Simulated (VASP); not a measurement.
# MoS2 (P6_3/mmc) in VASP: a series of runs

Aim: see how the results for MoS2 move with the level of theory and the settings. Levels: RPBE+D4, PBE+D4. Tasks: single point.

Everything below comes from runs of VASP 6.6.1. Logs are shortened: lines on timing, memory, paths and dates and some standing lists are left out, and cuts for length are marked.

**Measured values to compare with.**

“Multiwavelength excitation Raman Scattering Analysis of bulk and 2 dimensional MoS2: Vibrational properties of atomically thin MoS2 layers”, 2015, arxiv:1506.03228 reports, for a bulk crystal of MoS2 at 300 K: band gap 1.3 eV (indirect).

The runs below are set against these values where they give the same quantity.

### 1 The cell of the first run

It takes space group P6_3/mmc (No. 194, hexagonal). The conventional cell has a = 3.148 Å, b = 3.148 Å, c = 12.241 Å, α = 90.00°, β = 90.00°, γ = 120.00°. Mo (site symmetry -6m2) has 6 S at 2.39 Å and 6 Mo at 3.15 Å within 3.2 Å. Within 3.2 Å of S (site symmetry 3m) lie 3 Mo at 2.39 Å and 7 S at 3.11 to 3.15 Å.

### 2 Single point, RPBE+D4

Input file INCAR:

```
SYSTEM = MoS2
PREC = Accurate
ENCUT = 520
EDIFF = 1E-6
ISMEAR = -1
SIGMA = 0.05
LREAL = .FALSE.
LASPH = .TRUE.
NELM = 60
ALGO = Normal
ISIF = 2
LWAVE = .FALSE.
LCHARG = .TRUE.
GGA = RP
IVDW = 13
LELF = .TRUE.
LVHAR = .TRUE.
NBANDS = 35
```

Input file KPOINTS:

```
Automatic mesh
0
G
  10 10 3
  0 0 0
```

Input file POSCAR:

```
MoS2
1.0
    3.1477309028      0.0000000000      0.0000000000
   -1.5738654514      2.7260149261      0.0000000000
    0.0000000000      0.0000000000     12.2412860984
Mo S
2 4
Direct
    0.6666666667      0.3333333333      0.7500000000
    0.3333333333      0.6666666667      0.2500000000
    0.6666666667      0.3333333333      0.3770000000
    0.3333333333      0.6666666667      0.8770000000
    0.6666666667      0.3333333333      0.1230000000
    0.3333333333      0.6666666667      0.6230000000
```

Potentials or basis: VASP PAW PBE potentials, release 64 (Mo_sv, S).

On the command line:

```
$ cat potpaw_PBE.64/Mo_sv/POTCAR potpaw_PBE.64/S/POTCAR > POTCAR
$ mpirun -np 1 vasp_std > vasp.out
```

OUTCAR:

```text
SYSTEM = MoS2
   PREC = Accurate
   ENCUT = 520
   EDIFF = 1E-6
   ISMEAR = -1
   LREAL = .FALSE.
   LASPH = .TRUE.
   NELM = 60
   ISIF = 2
   GGA = RP
   IVDW = 13

 ion  position               nearest neighbor table
   1  0.667  0.333  0.750-   4 2.39   6 2.39   4 2.39   6 2.39   4 2.39   6 2.39
   2  0.333  0.667  0.250-   3 2.39   5 2.39   3 2.39   5 2.39   3 2.39   5 2.39
   3  0.667  0.333  0.377-   2 2.39   2 2.39   2 2.39
   4  0.333  0.667  0.877-   1 2.39   1 2.39   1 2.39
   5  0.667  0.333  0.123-   2 2.39   2 2.39   2 2.39
   6  0.333  0.667  0.623-   1 2.39   1 2.39   1 2.39

  LATTYP: Found a hexagonal cell.
 ALAT       =     3.1477309028
 C/A-ratio  =     3.8889239507

  Lattice vectors:

 A1 = (   3.1477309028,   0.0000000000,   0.0000000000)
 A2 = (  -1.5738654514,   2.7260149261,   0.0000000000)
 A3 = (   0.0000000000,   0.0000000000,  12.2412860984)

Analysis of symmetry for initial positions (statically):
=====================================================================
 Subroutine PRICEL returns:
 Original cell was already a primitive cell.

 Routine SETGRP: Setting up the symmetry group for a
 hexagonal supercell.

 Subroutine GETGRP returns: Found 24 space group operations
 (whereof 12 operations were pure point group operations)
 out of a pool of 24 trial point group operations.

The static configuration has the point symmetry D_3d.
 The point group associated with its full space group is D_6h.

Analysis of symmetry for dynamics (positions and initial velocities):
=====================================================================
 Subroutine PRICEL returns:
 Original cell was already a primitive cell.

 Routine SETGRP: Setting up the symmetry group for a
 hexagonal supercell.

 Subroutine GETGRP returns: Found 24 space group operations
 (whereof 12 operations were pure point group operations)
 out of a pool of 24 trial point group operations.

The dynamic configuration has the point symmetry D_3d.
 The point group associated with its full space group is D_6h.

 Subroutine INISYM returns: Found 24 space group operations
 (whereof 12 operations are pure point group operations),
 and found     1 'primitive' translations

----------------------------------------------------------------------------------------

                                     Primitive cell

  volume of cell :     105.0396

  direct lattice vectors                    reciprocal lattice vectors
     3.147730903  0.000000000  0.000000000     0.317689164  0.183417925  0.000000000
    -1.573865451  2.726014926  0.000000000     0.000000000  0.366835849  0.000000000
     0.000000000  0.000000000 12.241286098     0.000000000  0.000000000  0.081690763

  length of vectors
     3.147730903  3.147730903 12.241286098     0.366835849  0.366835849  0.081690763

  position of ions in fractional coordinates (direct lattice)
     0.666666667  0.333333333  0.750000000
     0.333333333  0.666666667  0.250000000
     0.666666667  0.333333333  0.377000000
     0.333333333  0.666666667  0.877000000
     0.666666667  0.333333333  0.123000000
     0.333333333  0.666666667  0.623000000

  ion indices of the primitive-cell ions
   primitive index   ion index
                 1           1
                 2           2
                 3           3
                 4           4
                 5           5
                 6           6

----------------------------------------------------------------------------------------

 KPOINTS: Automatic mesh

Automatic generation of k-mesh.
 Grid dimensions read from file:
 generate k-points for:   10   10    3

 Generating k-lattice:

  Cartesian coordinates                     Fractional coordinates (reciprocal lattice)
     0.031768916  0.018341792  0.000000000     0.100000000  0.000000000  0.000000000
     0.000000000  0.036683585  0.000000000     0.000000000  0.100000000  0.000000000
     0.000000000  0.000000000  0.027230254     0.000000000  0.000000000  0.333333333

  Length of vectors
     0.036683585  0.036683585  0.027230254

  Shift w.r.t. Gamma in fractional coordinates (k-lattice)
     0.000000000  0.000000000  0.000000000

 Subroutine IBZKPT returns following result:
 ===========================================

 Found     28 irreducible k-points:

 Following reciprocal coordinates:
            Coordinates               Weight
  0.000000  0.000000  0.000000      1.000000
  0.100000  0.000000  0.000000      6.000000
  0.200000  0.000000  0.000000      6.000000
  0.300000  0.000000  0.000000      6.000000
  0.400000  0.000000  0.000000      6.000000
  0.500000  0.000000  0.000000      3.000000
[... 16 lines left out ...]
  0.300000  0.100000  0.333333     24.000000
  0.400000  0.100000  0.333333     24.000000
 [... further k-points ...]
   k-points           NKPTS =     28   k-points in BZ     NKDIM =     28   number of bands    NBANDS=     35
   number of dos      NEDOS =    301   number of ions     NIONS =      6
[... 32 lines left out ...]
   EFERMI_NEDOS =   21; number of points for ismear=-14 and -15
   IALGO  =     38    algorithm
   IMIX   =      4    mixing-type and parameters
     AMIX     =   0.40;   BMIX     =  1.00
     AMIX_MAG =   1.60;   BMIX_MAG =  1.00
  volume/ion in A,a.u.               =      17.51       118.14
  Fermi-wavevector in a.u.,A,eV,Ry     =   1.295065  2.447318 22.819610  1.677194
  Thomas-Fermi vector in A             =   2.426609
   LORBIT       =      0    0 simple, 1 ext, 2 COOP (PROOUT), +10 PAW based schemes
   GGA     = RP    functional components
   LHFCALC =     F    Hartree Fock is set to
   AEXX    =    0.0000 exact exchange contribution
   IVDW    =    13    specifies the selected vdW correction
   LEPSILON=     F    determine dielectric tensor
   LRPA    =     F    only Hartree local field effects (RPA)
 non-spin polarized calculation
  energy-cutoff  :      520.00
  volume of cell :      105.04
 maximum number of plane-waves:      2844
 NGX is ok and might be reduce to    24
   NGX = 11   NGY = 11   NGZ = 45

 number of electron      52.0000000 magnetization

 Free energy of the ion-electron system (eV)
  ---------------------------------------------------
  ext. energy  EPLUGINS =         0.00000000
  ---------------------------------------------------
  free energy    TOTEN  =       -40.91952487 eV

  energy without entropy =      -40.91952334  energy(sigma->0) =      -40.91952411

 E-fermi :   8.2781     XC(G=0): -10.7728

 val. band max:        7.8432519128   @ k =   0.0000   0.0000   0.0000
 cond. band min:       8.8162133799   @ k =   0.2000   0.2000   0.0000
 fundamental gap:      0.9729614671
 Fermi energy:         8.2780974848

 k-point     1 :       0.0000    0.0000    0.0000
  band No.  band energies     occupation
      1     -53.6663      2.00000
      2     -53.6663      2.00000
      3     -27.8313      2.00000
      4     -27.8312      2.00000
      5     -27.5934      2.00000
      6     -27.5934      2.00000
[... 27 lines left out ...]
     34      10.3533      0.00000
     35      13.5787      0.00000

 k-point     2 :       0.1000    0.0000    0.0000
  band No.  band energies     occupation
      1     -53.6622      2.00000
      2     -53.6622      2.00000
      3     -27.8232      2.00000
      4     -27.8231      2.00000
      5     -27.6344      2.00000
      6     -27.6344      2.00000
[... 27 lines left out ...]
     34      10.3025      0.00000
     35      14.2686      0.00000

 k-point     3 :       0.2000    0.0000    0.0000
  band No.  band energies     occupation
      1     -53.6513      2.00000
      2     -53.6513      2.00000
      3     -27.8019      2.00000
      4     -27.8019      2.00000
      5     -27.7406      2.00000
      6     -27.7406      2.00000
[... 27 lines left out ...]
     34      10.8903      0.00000
     35      15.3593      0.00000
[... 723 lines left out ...]
 k-point    23 :       0.3000    0.1000    0.3333
  band No.  band energies     occupation
      1     -53.6303      2.00000
      2     -53.6303      2.00000
      3     -27.9233      2.00000
      4     -27.9233      2.00000
      5     -27.7607      2.00000
      6     -27.7606      2.00000
[... 27 lines left out ...]
     34      11.7586      0.00000
     35      14.7346      0.00000

 k-point    24 :       0.4000    0.1000    0.3333
  band No.  band energies     occupation
      1     -53.6227      2.00000
      2     -53.6227      2.00000
      3     -27.9891      2.00000
      4     -27.9891      2.00000
      5     -27.7458      2.00000
      6     -27.7458      2.00000
[... 27 lines left out ...]
     34      11.6979      0.00000
     35      13.8361      0.00000

 [... further k-points ...]

------------------------ aborting loop because EDIFF is reached ----------------------------------------

  DFT-D4 for vdW energy calculation

  Edisp (eV):   -5.34251

  FORCE on cell =-STRESS in cart. coord.  units (eV):
  Direction    XX          YY          ZZ          XY          YZ          ZX
  --------------------------------------------------------------------------------------
  -------------------------------------------------------------------------------------
  Total      -0.66988    -0.66988     0.07690     0.00000     0.00000     0.00000
  in kB     -10.21776   -10.21776     1.17292     0.00000     0.00000     0.00000
  external pressure =       -6.42 kB  Pullay stress =        0.00 kB

 VOLUME and BASIS-vectors are now :
 -----------------------------------------------------------------------------
  energy-cutoff  :      520.00
  volume of cell :      105.04
      direct lattice vectors                 reciprocal lattice vectors
     3.147730903  0.000000000  0.000000000     0.317689164  0.183417925  0.000000000
    -1.573865451  2.726014926  0.000000000     0.000000000  0.366835849  0.000000000
     0.000000000  0.000000000 12.241286098     0.000000000  0.000000000  0.081690763

 POSITION                                       TOTAL-FORCE (eV/Angst)
 -----------------------------------------------------------------------------------
      1.57387      0.90867      9.18096        -0.000000     -0.000000      0.000000
     -0.00000      1.81734      3.06032         0.000000      0.000000      0.000000
      1.57387      0.90867      4.61496         0.000000      0.000000      0.256804
     -0.00000      1.81734     10.73561         0.000000     -0.000000      0.256804
      1.57387      0.90867      1.50568         0.000000      0.000000     -0.256804
     -0.00000      1.81734      7.62632        -0.000000     -0.000000     -0.256804
 -----------------------------------------------------------------------------------
    total drift:                               -0.000000      0.000000     -0.000000

  FREE ENERGIE OF THE ION-ELECTRON SYSTEM (eV)
  ---------------------------------------------------
  free  energy   TOTEN  =       -46.2620387487 eV

  energy  without entropy=      -46.2620372137  energy(sigma->0) =      -46.26203798
```

It took 41 s on 1 thread of Intel Xeon 6975P-C (Granite Rapids), shared host; peak memory 0.26 GiB.

What came out:

```
Free energy                : -46.2620 eV
Pressure                   : -0.6 GPa
Largest force              : 0.257 eV/Å
Band gap on the k mesh     : 0.97 eV, indirect (least direct gap 1.92 eV)
Dispersion energy per atom : -0.890 eV
```

Forces in eV/Å, atoms in the order of the input:
```
Mo   0.000  0.000  0.000
Mo   0.000  0.000  0.000
S    0.000  0.000  0.257
S    0.000  0.000  0.257
S    0.000  0.000 -0.257
S    0.000  0.000 -0.257
```

Stress tensor (GPa, compression positive):
```
-1.02  0.00  0.00
 0.00 -1.02  0.00
 0.00  0.00  0.12
```

Caveat: the PAW data sets were made with another functional, which shifts forces and pressure a little.

### 3 Single point, PBE+D4

This run uses another cell than the first one, of 17.86 Å³/atom, 1.020 times its volume.

Input file INCAR:

```
SYSTEM = MoS2
PREC = Accurate
ENCUT = 520
EDIFF = 1E-6
ISMEAR = -1
SIGMA = 0.05
LREAL = .False.
LASPH = .True.
NELM = 80
ALGO = Normal
ISIF = 2
LWAVE = .False.
LCHARG = .True.
GGA = PE
IVDW = 13
LELF = .True.
LVHAR = .True.
NBANDS = 35
```

Input file KPOINTS:

```
Automatic mesh
0
Gamma
  10 10 3
  0 0 0
```

Changes to POSCAR since step 2:

```diff
@@ -2,5 +2,5 @@
 1.0
-    3.1477309028      0.0000000000      0.0000000000
-   -1.5738654514      2.7260149261      0.0000000000
-    0.0000000000      0.0000000000     12.2412860984
+    3.1690000000      0.0000000000      0.0000000000
+   -1.5845000000      2.7444345046      0.0000000000
+    0.0000000000      0.0000000000     12.3240000000
 Mo S
```

Potentials or basis: VASP PAW PBE potentials, release 64 (Mo_sv, S).

On the command line:

```
$ cat potpaw_PBE.64/Mo_sv/POTCAR potpaw_PBE.64/S/POTCAR > POTCAR
$ mpirun -np 1 vasp_std > vasp.out
```

Run time: 40 s. Hardware: 1 thread of Intel Xeon 6975P-C (Granite Rapids), shared host; peak memory 0.26 GiB.

The run converged. Its results:

```
Free energy                : -46.1612 eV
Pressure                   : -1.7 GPa
Largest force              : 0.097 eV/Å
Band gap on the k mesh     : 0.94 eV, indirect (least direct gap 1.87 eV)
Dispersion energy per atom : -0.424 eV
```

Forces on the atoms (eV/Å):
```
Mo   0.000  0.000  0.000
Mo   0.000  0.000  0.000
S    0.000  0.000 -0.097
S    0.000  0.000 -0.097
S    0.000  0.000  0.097
S    0.000  0.000  0.097
```

Stress tensor (GPa, compression positive):
```
-1.80  0.00  0.00
 0.00 -1.80  0.00
 0.00  0.00 -1.57
```

Levels at points of the mesh, in eV from the valence-band top:
```csv
k point,band 22,band 23,band 24,band 25,band 26,band 27,band 28,band 29,band 30,band 31
"(0.00, 0.00, 0.00)",-2.12,-2.12,-1.18,-1.14,0.00,2.11,2.11,2.14,2.14,2.27
"(0.50, 0.00, 0.00)",-2.48,-1.72,-1.52,-1.39,-1.27,1.61,1.66,2.01,2.27,2.87
```

### 4 Single point, RPBE+D4

This run uses another cell than the first one, of 17.86 Å³/atom, 1.020 times its volume.

Input file INCAR:

```
PREC     = Accurate       # precision mode
ENCUT    = 520            # plane-wave cutoff, eV
EDIFF    = 1E-7           # SCF threshold, eV
ISMEAR   = -1             # smearing method
SIGMA    = 0.05           # smearing width, eV
LREAL    = False          # projectors in reciprocal space
LASPH    = True           # aspherical terms in the spheres
NELM     = 60             # most SCF steps
ALGO     = Normal         # electronic algorithm
ISIF     = 2              # what is computed and relaxed
LWAVE    = False          # write WAVECAR
LCHARG   = False          # write CHGCAR
GGA      = RP             # functional
IVDW     = 13             # dispersion correction
NBANDS   = 35             # bands
```

Input file KPOINTS:

```
Automatic mesh
0
Gamma
  10 10 3
```

POSCAR is that of step 3.

On the command line:

```
$ cat potpaw_PBE.64/Mo_sv/POTCAR potpaw_PBE.64/S/POTCAR > POTCAR
$ mpirun -np 1 vasp_std > vasp.out
```

Run time: 42 s. Hardware: 1 thread of Intel Xeon 6975P-C (Granite Rapids), shared host; peak memory 0.26 GiB.

The run converged. Its results:

```yaml
Free_energy: -46.2341 eV
Pressure: -3.6 GPa
Largest_force: 0.072 eV/Å
Band_gap_on_the_k_mesh: 0.99 eV, indirect (least direct gap 1.87 eV)
Dispersion_energy_per_atom: -0.872 eV
```

Forces in eV/Å, atoms in the order of the input:
```
Mo   0.000  0.000  0.000
Mo   0.000  0.000  0.000
S    0.000  0.000 -0.072
S    0.000  0.000 -0.072
S    0.000  0.000  0.072
S    0.000  0.000  0.072
```

Stress tensor (GPa, compression positive):
```
-3.87  0.00  0.00
 0.00 -3.87  0.00
 0.00  0.00 -3.04
```

Levels at points of the mesh, in eV from the valence-band top:
```tsv
k point	band 24	band 25	band 26	band 27	band 28	band 29
(0.00, 0.00, 0.00)	-1.19	-1.10	0.00	2.12	2.12	2.15
(0.50, 0.00, 0.00)	-1.52	-1.38	-1.25	1.63	1.67	2.04
```

Caveat: the PAW data sets were made with another functional, which shifts forces and pressure a little.

### 5 Single point, PBE+D4

This run uses another cell than the first one, of 18.22 Å³/atom, 1.041 times its volume.

Input file INCAR:

```
SYSTEM = MoS2
ALGO = Normal
EDIFF = 1E-6
ENCUT = 520
GGA = PE
ISIF = 2
ISMEAR = -1
IVDW = 13
LASPH = .TRUE.
LCHARG = .FALSE.
LREAL = .FALSE.
LWAVE = .FALSE.
NBANDS = 35
NELM = 80
PREC = Accurate
SIGMA = 0.05
```

Input file KPOINTS:

```
k-points
0
G
  10 10 3
  0 0 0
```

Changes to POSCAR since step 4:

```diff
@@ -2,5 +2,5 @@
 1.0
-    3.1690000000      0.0000000000      0.0000000000
-   -1.5845000000      2.7444345046      0.0000000000
-    0.0000000000      0.0000000000     12.3240000000
+    3.1899873666      0.0000000000      0.0000000000
+   -1.5949936833      2.7626100972      0.0000000000
+    0.0000000000      0.0000000000     12.4056182726
 Mo S
```

On the command line:

```
$ cat potpaw_PBE.64/Mo_sv/POTCAR potpaw_PBE.64/S/POTCAR > POTCAR
$ mpirun -np 1 vasp_std > vasp.out
```

Wall time 37 s (1 thread of Intel Xeon 6975P-C (Granite Rapids), shared host); peak memory 0.26 GiB.

The run converged. Its results:

```
Free energy                : -46.1204 eV
Pressure                   : -4.5 GPa
Largest force              : 0.400 eV/Å
Band gap on the k mesh     : 0.96 eV, indirect (least direct gap 1.82 eV)
Dispersion energy per atom : -0.417 eV
```

Forces in eV/Å, atoms in the order of the input:
```
Mo   0.000  0.000  0.000
Mo   0.000  0.000  0.000
S    0.000  0.000 -0.400
S    0.000  0.000 -0.400
S    0.000  0.000  0.400
S    0.000  0.000  0.400
```

Stress tensor (GPa, compression positive):
```
-4.44  0.00  0.00
 0.00 -4.44  0.00
 0.00  0.00 -4.53
```

Levels at points of the mesh, in eV from the valence-band top:
```csv
k point,band 22,band 23,band 24,band 25,band 26,band 27,band 28,band 29,band 30,band 31
"(0.00, 0.00, 0.00)",-2.06,-2.06,-1.17,-1.07,0.00,2.08,2.08,2.11,2.11,2.22
"(0.50, 0.00, 0.00)",-2.43,-1.69,-1.50,-1.34,-1.22,1.58,1.63,1.98,2.22,2.84
```

### 6 The runs side by side

| level | cell | gap on the mesh (eV) | pressure (GPa) | largest force (eV/Å) |
| --- | --- | --- | --- | --- |
| RPBE+D4 | a = 3.148, b = 3.148, c = 12.241 Å, angles 90.0, 90.0, 120.0°, 6 atoms | 0.97 | -0.6 | 0.26 |
| PBE+D4 | a = 3.169, b = 3.169, c = 12.324 Å, angles 90.0, 90.0, 120.0°, 6 atoms | 0.94 | -1.7 | 0.10 |
| RPBE+D4 | a = 3.169, b = 3.169, c = 12.324 Å, angles 90.0, 90.0, 120.0°, 6 atoms | 0.99 | -3.6 | 0.07 |
| PBE+D4 | a = 3.190, b = 3.190, c = 12.406 Å, angles 90.0, 90.0, 120.0°, 6 atoms | 0.96 | -4.5 | 0.40 |

Alike in all rows: task single point; potentials or basis VASP PAW PBE potentials, release 64 (Mo_sv, S); no spin polarisation; k mesh 10 × 10 × 3; cutoff (eV) 520; smearing fermi-dirac 0.05 eV.

Caveats: the PAW data sets were made with another functional, which shifts forces and pressure a little (some runs).

Total energies depend on the potentials used, so only differences within one code and one set of settings carry meaning.

### 7 How close it comes

Step 2. A measured gap of MoS2 is 1.3 eV (indirect; 300 K; “Multiwavelength excitation Raman Scattering Analysis of bulk and 2 dimensional MoS2: Vibrational properties of atomically thin MoS2 layers”, 2015, arxiv:1506.03228); the calculated 0.97 eV misses it by -0.33 eV. Spin-orbit coupling on Mo is left out. The value is that of RPBE+D4 on a finite k mesh, which can miss the band edges, without temperature or zero-point motion. Semilocal functionals fall short of measured gaps as a rule.

Step 3. Against the measured gap of MoS2, 1.3 eV (indirect; 300 K; “Multiwavelength excitation Raman Scattering Analysis of bulk and 2 dimensional MoS2: Vibrational properties of atomically thin MoS2 layers”, 2015, arxiv:1506.03228), the calculated 0.94 eV is off by -0.36 eV. Spin-orbit coupling on Mo is left out. The value is that of PBE+D4 on a finite k mesh, which can miss the band edges, without temperature or zero-point motion. Semilocal functionals fall short of measured gaps as a rule.
